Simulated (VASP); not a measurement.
# O (P4_2/mnm) in VASP: single point with PBEsol

Aim: the single point of O with PBEsol.

Everything below comes from runs of VASP 6.6.1. Logs are shortened: lines on timing, memory, paths and dates and some standing lists are left out, and cuts for length are marked.

### 1 The cell of the first run

Symmetry: P4_2/mnm, No. 136, tetragonal system. The conventional cell has a = 3.516 Å, b = 3.516 Å, c = 4.104 Å, α = 90.00°, β = 90.00°, γ = 90.00°. O (site symmetry m2m) has 12 O at 2.29 to 2.71 Å within 3.0 Å.

### 2 Single point, PBEsol

The input, INCAR:

```
SYSTEM = O
ALGO = Normal ; EDIFF = 1E-7
ENCUT = 520 ; GGA = PS
ISIF = 2 ; ISMEAR = -1
LASPH = .True. ; LCHARG = .False.
LREAL = .False. ; LWAVE = .False.
NBANDS = 20 ; NELM = 60
PREC = Accurate ; SIGMA = 0.15
```

The input, KPOINTS:

```
k-points
0
Gamma
  5 5 4
  0 0 0
```

The input, POSCAR:

```
O
1.0
    3.5161000000      0.0000000000      0.0000000000
    0.0000000000      3.5161000000      0.0000000000
    0.0000000000      0.0000000000      4.1043000000
O
4
Direct
    0.2300000000      0.2300000000      0.0000000000
    0.2700000000      0.7300000000      0.5000000000
    0.7700000000      0.7700000000      0.0000000000
    0.7300000000      0.2700000000      0.5000000000
```

Potentials or basis: VASP PAW PBE potentials, release 64 (O).

On the command line:

```sh
> cat potpaw_PBE.64/O/POTCAR > POTCAR
> mpirun -np 1 vasp_std > vasp.out
```

OUTCAR:

```text
SYSTEM = O
   EDIFF = 1E-7
   ENCUT = 520
   GGA = PS
   ISIF = 2
   ISMEAR = -1
   LASPH = .True.
   LREAL = .False.
   NELM = 60
   PREC = Accurate

 ion  position               nearest neighbor table
   1  0.230  0.230  0.000-
   2  0.270  0.730  0.500-
   3  0.770  0.770  0.000-
   4  0.730  0.270  0.500-

  LATTYP: Found a simple tetragonal cell.
 ALAT       =     3.5161000000
 C/A-ratio  =     1.1672876198

  Lattice vectors:

 A1 = (   3.5161000000,   0.0000000000,   0.0000000000)
 A2 = (   0.0000000000,   3.5161000000,   0.0000000000)
 A3 = (   0.0000000000,   0.0000000000,   4.1043000000)

Analysis of symmetry for initial positions (statically):
=====================================================================
 Subroutine PRICEL returns:
 Original cell was already a primitive cell.

 Routine SETGRP: Setting up the symmetry group for a
 simple tetragonal supercell.

 Subroutine GETGRP returns: Found 16 space group operations
 (whereof  8 operations were pure point group operations)
 out of a pool of 16 trial point group operations.

The static configuration has the point symmetry D_2h.
 The point group associated with its full space group is D_4h.

Analysis of symmetry for dynamics (positions and initial velocities):
=====================================================================
 Subroutine PRICEL returns:
 Original cell was already a primitive cell.

 Routine SETGRP: Setting up the symmetry group for a
 simple tetragonal supercell.

 Subroutine GETGRP returns: Found 16 space group operations
 (whereof  8 operations were pure point group operations)
 out of a pool of 16 trial point group operations.

The dynamic configuration has the point symmetry D_2h.
 The point group associated with its full space group is D_4h.

 Subroutine INISYM returns: Found 16 space group operations
 (whereof  8 operations are pure point group operations),
 and found     1 'primitive' translations

----------------------------------------------------------------------------------------

                                     Primitive cell

  volume of cell :      50.7413

  direct lattice vectors                    reciprocal lattice vectors
[... 79 lines left out ...]
   LNONCOLLINEAR =      F non collinear calculations
   LSORBIT =      F    spin-orbit coupling
   LASPH  =      T    aspherical Exc in radial PAW
   ENCUT  =  520.0 eV  38.22 Ry    6.18 a.u.   6.54  6.54  7.63*2*pi/ulx,y,z
   NELM   =     60;   NELMIN=  2; NELMDL= -5     # of ELM steps
   EDIFF  = 0.1E-06   stopping-criterion for ELM
   LREAL  =      F    real-space projection
   EDIFFG = 0.1E-05   stopping-criterion for IOM
   NSW    =      0    number of steps for IOM
   IBRION =     -1    ionic relax: 0-MD 1-quasi-New 2-CG
   NFREE  =      0    steps in history (QN), initial steepest desc. (CG)
   ISIF   =      2    stress and relaxation
   ISYM   =      2    0-nonsym 1-usesym 2-fastsym
   POTIM  = 0.5000    time-step for ionic-motion
   TEBEG  =    0.0;   TEEND  =   0.0 temperature during run
   PSTRESS=    0.0 pullay stress
   NELECT =      24.0000    total number of electrons
   NUPDOWN=      -1.0000    fix difference up-down
   EMIN   =  10.00;   EMAX   =-10.00  energy-range for DOS
   EFERMI =   0.00;   METHOD = LEGACY
   ISMEAR =    -1;   SIGMA  =   0.15  broadening in eV -4-tet -1-fermi 0-gaus
   EFERMI_NEDOS =   21; number of points for ismear=-14 and -15
   IALGO  =     38    algorithm
   IMIX   =      4    mixing-type and parameters
     AMIX     =   0.40;   BMIX     =  1.00
     AMIX_MAG =   1.60;   BMIX_MAG =  1.00
  volume/ion in A,a.u.               =      12.69        85.60
  Fermi-wavevector in a.u.,A,eV,Ry     =   1.275532  2.410406 22.136437  1.626982
  Thomas-Fermi vector in A             =   2.408239
   LORBIT       =      0    0 simple, 1 ext, 2 COOP (PROOUT), +10 PAW based schemes
   GGA     = PS    functional components
   LHFCALC =     F    Hartree Fock is set to
   AEXX    =    0.0000 exact exchange contribution
   IVDW    =     0    specifies the selected vdW correction
   LEPSILON=     F    determine dielectric tensor
   LRPA    =     F    only Hartree local field effects (RPA)
 non-spin polarized calculation
  energy-cutoff  :      520.00
  volume of cell :       50.74
 maximum number of plane-waves:      1395
 NGX is ok and might be reduce to    28
   NGX = 13   NGY = 13   NGZ = 15

 number of electron      24.0000014 magnetization

 Free energy of the ion-electron system (eV)
  ---------------------------------------------------
  ext. energy  EPLUGINS =         0.00000000
  ---------------------------------------------------
  free energy    TOTEN  =        -8.65506541 eV

  energy without entropy =       -7.97381289  energy(sigma->0) =       -8.31443915

 E-fermi :  -2.5877     XC(G=0):  -9.8433

 val. band max:       -2.5884618931   @ k =   0.2000   0.2000   0.5000
 cond. band min:      -2.5800509778   @ k =   0.2000   0.0000   0.2500
 fundamental gap:      0.0084109153
 Fermi energy:        -2.5876759694

 k-point     1 :       0.0000    0.0000    0.0000
  band No.  band energies     occupation
      1     -20.1607      2.00000
      2     -18.4274      2.00000
      3     -17.5275      2.00000
      4     -17.5275      2.00000
      5      -5.8571      2.00000
      6      -5.5399      2.00000
[... 403 lines left out ...]
     19      14.5575      0.00000
     20      14.6532      0.00000

------------------------ aborting loop because EDIFF is reached ----------------------------------------

  FORCE on cell =-STRESS in cart. coord.  units (eV):
  Direction    XX          YY          ZZ          XY          YZ          ZX
  --------------------------------------------------------------------------------------
  -------------------------------------------------------------------------------------
  Total       -9.5097867     -9.5097867     -3.9291358     -0.0000000      0.0000000      0.0000000
  in kB     -300.2754474   -300.2754474   -124.0640880     -0.0000000      0.0000000      0.0000000
  external PRESSURE =    -241.5383276 kB  Pullay stress =       0.0000000 kB

 VOLUME and BASIS-vectors are now :
 -----------------------------------------------------------------------------
  energy-cutoff  :      520.00
  volume of cell :       50.74
      direct lattice vectors                 reciprocal lattice vectors
     3.516100000  0.000000000  0.000000000     0.284406018  0.000000000  0.000000000
     0.000000000  3.516100000  0.000000000     0.000000000  0.284406018  0.000000000
     0.000000000  0.000000000  4.104300000     0.000000000  0.000000000  0.243646907

 POSITION                                       TOTAL-FORCE (eV/Angst)
 -----------------------------------------------------------------------------------
      0.80870      0.80870      0.00000        -0.822017     -0.822017     -0.000000
      0.94935      2.56675      2.05215         0.822017     -0.822017     -0.000000
      2.70740      2.70740      0.00000         0.822017      0.822017      0.000000
      2.56675      0.94935      2.05215        -0.822017      0.822017      0.000000
 -----------------------------------------------------------------------------------
    total drift:                                0.000000     -0.000000      0.000000

  FREE ENERGIE OF THE ION-ELECTRON SYSTEM (eV)
  ---------------------------------------------------
  free  energy   TOTEN  =        -8.6550654081 eV

  energy  without entropy=       -7.9738128866  energy(sigma->0) =       -8.31443915
```

OSZICAR:

```text
N       E                     dE             d eps       ncg     rms          rms(c)
DAV:   1     0.104694351464E+03    0.10469E+03   -0.13528E+04   720   0.112E+03
DAV:   2    -0.425238273901E+01   -0.10895E+03   -0.10628E+03   968   0.241E+02
DAV:   3    -0.880862246726E+01   -0.45562E+01   -0.44825E+01   852   0.445E+01
DAV:   4    -0.883424648043E+01   -0.25624E-01   -0.25617E-01   796   0.399E+00
DAV:   5    -0.883436911801E+01   -0.12264E-03   -0.12264E-03   816   0.275E-01    0.358E+00
DAV:   6    -0.866033633107E+01    0.17403E+00   -0.30105E-01   804   0.360E+00    0.107E+00
DAV:   7    -0.865348087428E+01    0.68555E-02   -0.51785E-02   764   0.153E+00    0.226E-01
DAV:   8    -0.865501134665E+01   -0.15305E-02   -0.55279E-04   788   0.201E-01    0.404E-02
DAV:   9    -0.865506189768E+01   -0.50551E-04   -0.56399E-05   816   0.560E-02    0.115E-02
DAV:  10    -0.865506501531E+01   -0.31176E-05   -0.22061E-06   772   0.997E-03    0.306E-03
DAV:  11    -0.865506545929E+01   -0.44397E-06   -0.29565E-07   704   0.440E-03    0.116E-03
DAV:  12    -0.865506540811E+01    0.51173E-07   -0.50632E-08   468   0.178E-03
   1 F= -.86550654E+01 E0= -.83144391E+01  d E =-.681253E+00
```

Wall time 6.8 s (1 thread of Intel Xeon 6975P-C (Granite Rapids), shared host); peak memory 0.15 GiB.

Results:

* Free energy: -8.6551 eV
* Pressure: -24.2 GPa
* Largest force: 1.163 eV/Å
* Band gap on the k mesh: zero (band 12 reaches -2.46 eV, above the bottom of band 13 at -2.78 eV)

Forces on the atoms (eV/Å):
```
O   -0.822 -0.822  0.000
O    0.822 -0.822  0.000
O    0.822  0.822  0.000
O   -0.822  0.822  0.000
```

Caveat: the k points lie up to 0.38 Å⁻¹ apart; the PAW data sets were made with another functional, which shifts forces and pressure a little.
